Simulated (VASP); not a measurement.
# Zn (P6/mmm) in VASP: relaxation of cell and atoms with PBE

Aim: the relaxation of cell and atoms of Zn with PBE.

Program: VASP 6.6.1. These are calculated values, not measurements. Logs are shortened: lines on timing, memory, paths and dates and some standing lists are left out, and cuts for length are marked.

### Step 1. The cell of the first run

The structure is hexagonal, space group P6/mmm (No. 191). Conventional cell: a = 2.572 Å, b = 2.572 Å, c = 3.062 Å, α = 90.00°, β = 90.00°, γ = 120.00°. Within 3.4 Å of Zn (site symmetry 6/mmm) lie 8 Zn at 2.57 to 3.06 Å.

This isn't the form of Zn at room conditions, which is hcp.

### Step 2. Relaxation of cell and atoms, PBE

INCAR reads:

```
SYSTEM = Zn
PREC = Accurate ; ENCUT = 600
EDIFF = 1E-6 ; ISMEAR = 0
SIGMA = 0.1 ; LREAL = .False.
LASPH = .True. ; NELM = 60
ALGO = Fast ; ISIF = 3
LWAVE = .False. ; LCHARG = .False.
GGA = PE ; IBRION = 2
NSW = 100 ; EDIFFG = -0.01
```

KPOINTS reads:

```
regular mesh
0
Gamma
  24 24 18
  0 0 0
```

POSCAR reads:

```
Zn
1.0
    2.5719544145      0.0000000000      0.0000000000
   -1.2859772072      2.2273778603      0.0000000000
    0.0000000000      0.0000000000      3.0617549456
Zn
1
Direct
    0.0000000000      0.0000000000      0.0000000000
```

Potentials or basis: VASP PAW PBE potentials, release 64 (Zn).

Run with:

```bash
cat potpaw_PBE.64/Zn/POTCAR > POTCAR
mpirun -np 1 vasp_std > vasp.out
```

OUTCAR:

```text
SYSTEM = Zn
   PREC = Accurate
   ENCUT = 600
   EDIFF = 1E-6
   ISMEAR = 0
   LREAL = .False.
   LASPH = .True.
   NELM = 60
   ISIF = 3
   GGA = PE
   IBRION = 2
   NSW = 100
   EDIFFG = -0.01

 ion  position               nearest neighbor table
   1  0.000  0.000  0.000-

  LATTYP: Found a hexagonal cell.
 ALAT       =     2.5719544145
 C/A-ratio  =     1.1904390406

  Lattice vectors:

 A1 = (   2.5719544145,   0.0000000000,   0.0000000000)
 A2 = (  -1.2859772072,   2.2273778603,   0.0000000000)
 A3 = (   0.0000000000,   0.0000000000,   3.0617549456)

Analysis of symmetry for initial positions (statically):
=====================================================================
 Subroutine PRICEL returns:
 Original cell was already a primitive cell.

 Routine SETGRP: Setting up the symmetry group for a
 hexagonal supercell.

 Subroutine GETGRP returns: Found 24 space group operations
 (whereof 24 operations were pure point group operations)
 out of a pool of 24 trial point group operations.

The static configuration has the point symmetry D_6h.

Analysis of symmetry for dynamics (positions and initial velocities):
=====================================================================
 Subroutine PRICEL returns:
 Original cell was already a primitive cell.

 Routine SETGRP: Setting up the symmetry group for a
 hexagonal supercell.

 Subroutine GETGRP returns: Found 24 space group operations
 (whereof 24 operations were pure point group operations)
 out of a pool of 24 trial point group operations.

The dynamic configuration has the point symmetry D_6h.

 Subroutine INISYM returns: Found 24 space group operations
 (whereof 24 operations are pure point group operations),
 and found     1 'primitive' translations

----------------------------------------------------------------------------------------

                                     Primitive cell

  volume of cell :      17.5399

  direct lattice vectors                    reciprocal lattice vectors
     2.571954414  0.000000000  0.000000000     0.388809379  0.224479200  0.000000000
    -1.285977207  2.227377860  0.000000000     0.000000000  0.448958400  0.000000000
     0.000000000  0.000000000  3.061754946     0.000000000  0.000000000  0.326610071

  length of vectors
     2.571954414  2.571954414  3.061754946     0.448958400  0.448958400  0.326610071

  position of ions in fractional coordinates (direct lattice)
     0.000000000  0.000000000  0.000000000

[... 108 lines left out ...]
 RMM-DIIS sequential band-by-band and
 Gauss-broadening in eV      SIGMA  =   0.10
  energy-cutoff  :      600.00
  volume of cell :       17.54
 maximum number of plane-waves:       600
 NGX is ok and might be reduce to    24
   NGX = 11   NGY = 11   NGZ = 13

--------------------------------------- Ionic step        1  -------------------------------------------

 number of electron      11.9999999 magnetization

 Free energy of the ion-electron system (eV)
  ---------------------------------------------------
  ext. energy  EPLUGINS =         0.00000000
  ---------------------------------------------------
  free energy    TOTEN  =        -0.99695575 eV

  energy without entropy =       -0.99556839  energy(sigma->0) =       -0.99626207

------------------------ aborting loop because EDIFF is reached ----------------------------------------

  FORCE on cell =-STRESS in cart. coord.  units (eV):
  Direction    XX          YY          ZZ          XY          YZ          ZX
  --------------------------------------------------------------------------------------
  -------------------------------------------------------------------------------------
  Total        0.0682061      0.0682061     -0.0332745      0.0000000      0.0000000      0.0000000
  in kB        6.2302603      6.2302603     -3.0394472      0.0000000      0.0000000      0.0000000
  external PRESSURE =       3.1403578 kB  Pullay stress =       0.0000000 kB
[... 86 lines left out ...]
  FREE ENERGIE OF THE ION-ELECTRON SYSTEM (eV)
  ---------------------------------------------------
  free  energy   TOTEN  =        -0.9971873847 eV

  energy  without entropy=       -0.9958033728  energy(sigma->0) =       -0.99649538

[... ionic steps 4 to 14 ...]

--------------------------------------- Ionic step       15  -------------------------------------------

 number of electron      12.0000010 magnetization

------------------------ aborting loop because EDIFF is reached ----------------------------------------
[... 65 lines left out ...]
--------------------------------------- Ionic step       17  -------------------------------------------

 number of electron      12.0000008 magnetization

 Free energy of the ion-electron system (eV)
  ---------------------------------------------------
  ext. energy  EPLUGINS =         0.00000000
  ---------------------------------------------------
  free energy    TOTEN  =        -0.99737249 eV

  energy without entropy =       -0.99601418  energy(sigma->0) =       -0.99669333

 E-fermi :   2.1161     XC(G=0): -10.7200

 val. band max:        2.1087149614   @ k =   0.4583   0.0833   0.1111
 cond. band min:       2.1271332548   @ k =   0.4583   0.0417   0.0000
 fundamental gap:      0.0184182934
 Fermi energy:         2.1160671618

 k-point     1 :       0.0000    0.0000    0.0000
  band No.  band energies     occupation
      1      -7.4659      2.00000
      2      -5.7947      2.00000
      3      -5.4559      2.00000
      4      -5.4559      2.00000
      5      -4.8624      2.00000
      6      -4.8624      2.00000
      7       8.4963      0.00000
      8      12.4658      0.00000
      9      22.1141      0.00000
     10      22.1141      0.00000
[... 287 lines left out ...]
 k-point    24 :       0.4583    0.0417    0.0000
  band No.  band energies     occupation
      1      -6.2469      2.00000
      2      -5.5005      2.00000
      3      -5.3288      2.00000
      4      -4.9949      2.00000
      5      -4.6009      2.00000
      6      -0.0037      2.00000
      7       2.1271      0.87564
      8      13.9247      0.00000
      9      15.4173      0.00000
     10      17.5483      0.00000

 [... further k-points ...]

------------------------ aborting loop because EDIFF is reached ----------------------------------------

  FORCE on cell =-STRESS in cart. coord.  units (eV):
  Direction    XX          YY          ZZ          XY          YZ          ZX
  --------------------------------------------------------------------------------------
  -------------------------------------------------------------------------------------
  Total        0.0073604      0.0073604     -0.0057996      0.0000000     -0.0000000      0.0000000
  in kB        0.6738121      0.6738121     -0.5309234      0.0000000     -0.0000000      0.0000000
  external PRESSURE =       0.2722336 kB  Pullay stress =       0.0000000 kB
[... 16 lines left out ...]
  FREE ENERGIE OF THE ION-ELECTRON SYSTEM (eV)
  ---------------------------------------------------
  free  energy   TOTEN  =        -0.9973724880 eV

  energy  without entropy=       -0.9960141804  energy(sigma->0) =       -0.99669333

 reached required accuracy - stopping structural energy minimisation
```

OSZICAR:

```text
N       E                     dE             d eps       ncg     rms          rms(c)
DAV:   1     0.382512051585E+02    0.38251E+02   -0.74749E+03 12276   0.199E+03
[... 120 lines left out ...]
       N       E                     dE             d eps       ncg     rms          rms(c)
DAV:   1    -0.998447863549E+00   -0.10702E-02   -0.17842E-02 13332   0.185E+00    0.207E-01
RMM:   2    -0.997623243368E+00    0.82462E-03   -0.12356E-03 12200   0.559E-01    0.981E-02
RMM:   3    -0.997420136497E+00    0.20311E-03   -0.12296E-04 12200   0.155E-01    0.468E-02
RMM:   4    -0.997372892912E+00    0.47244E-04   -0.51422E-05 12200   0.811E-02    0.851E-03
RMM:   5    -0.997373066626E+00   -0.17371E-06   -0.11048E-05 12161   0.545E-02    0.669E-03
RMM:   6    -0.997372488008E+00    0.57862E-06   -0.27414E-06  9225   0.260E-02
  17 F= -.99737249E+00 E0= -.99669333E+00  d E =-.888862E-04
```

CONTCAR:

```text
Zn
   1.00000000000000
     2.5802551740447131    0.0000000000001852   -0.0000000000000000
    -1.2901275869720348    2.2345665289360213    0.0000000000000000
    -0.0000000000000001    0.0000000000000000    3.0354292238259664
  Zn
     1
Direct
     0.0000000000000000    0.0000000000000000    0.0000000000000000

  0.00000000E+00  0.00000000E+00  0.00000000E+00
```

Run time: 11 min. Hardware: 1 thread of Intel Xeon 8259CL, shared host; peak memory 0.28 GiB.

What came out:

```
Free energy                           : -0.9974 eV
Relaxed volume                        : 17.50 Å³/atom
Relaxed cell                          : a = 2.580 Å, b = 2.580 Å, c = 3.035 Å, α = 90.00°, β = 90.00°, γ = 120.00°
Space group after relaxing (to 0.1 Å) : P6/mmm (No. 191)
Energy gained by relaxing             : 0.4 meV/atom
Ionic steps                           : 17
Pressure after relaxing               : 0.0 GPa
Band gap on the k mesh                : zero (bands 6 and 7 overlap by 7.41 eV)
```

Step by step:
| step | energy change (eV) | largest force (eV/Å) | pressure (GPa) | volume (Å³) |
| --- | --- | --- | --- | --- |
| 1 | 0.0000 | 0.0000 | 0.31 | 17.54 |
| 2 | -0.0002 | 0.0000 | -0.06 | 17.63 |
| 3 | -0.0002 | 0.0000 | 0.16 | 17.64 |
| 4 | -0.0002 | 0.0000 | -0.42 | 17.68 |
| 5 | -0.0002 | 0.0000 | -0.82 | 17.66 |
| 6 | -0.0002 | 0.0000 | -0.56 | 17.65 |
| 7 | -0.0002 | 0.0000 | -0.31 | 17.65 |
| 8 | -0.0003 | 0.0000 | -0.15 | 17.56 |
| 9 | -0.0002 | 0.0000 | 0.17 | 17.43 |
| 10 | -0.0003 | 0.0000 | 0.40 | 17.48 |
| 11 | -0.0003 | 0.0000 | 0.25 | 17.53 |
| 12 | -0.0003 | 0.0000 | 0.10 | 17.54 |
| 13 | -0.0003 | 0.0000 | 0.02 | 17.55 |
| 14 | -0.0004 | 0.0000 | -0.56 | 17.53 |
| 15 | -0.0004 | 0.0000 | 0.15 | 17.46 |
| 16 | -0.0004 | 0.0000 | 0.40 | 17.48 |
| 17 | -0.0004 | 0.0000 | 0.03 | 17.50 |

Final structure:
```
CELL_PARAMETERS angstrom
2.58026 0.00000 0.00000
-1.29013 2.23457 0.00000
0.00000 0.00000 3.03543
ATOMIC_POSITIONS crystal
Zn 0.00000 0.00000 0.00000
```

Levels at points of the mesh, in eV from the Fermi level:
```
           k point  band 3  band 4  band 5  band 6  band 7  band 8  band 9  band 10
(0.00, 0.00, 0.00)   -7.57   -7.57   -6.98   -6.98    6.38   10.35   20.00    20.00
(0.50, 0.00, 0.00)   -7.44   -7.10   -6.69   -1.96   -0.26   12.53   13.36    15.51
(0.00, 0.00, 0.50)   -7.55   -7.06   -7.06   -5.17   -3.55   22.97   22.97    23.07
(0.50, 0.00, 0.50)   -7.21   -6.90   -6.68    0.35    3.23    3.24    6.61    15.04
```
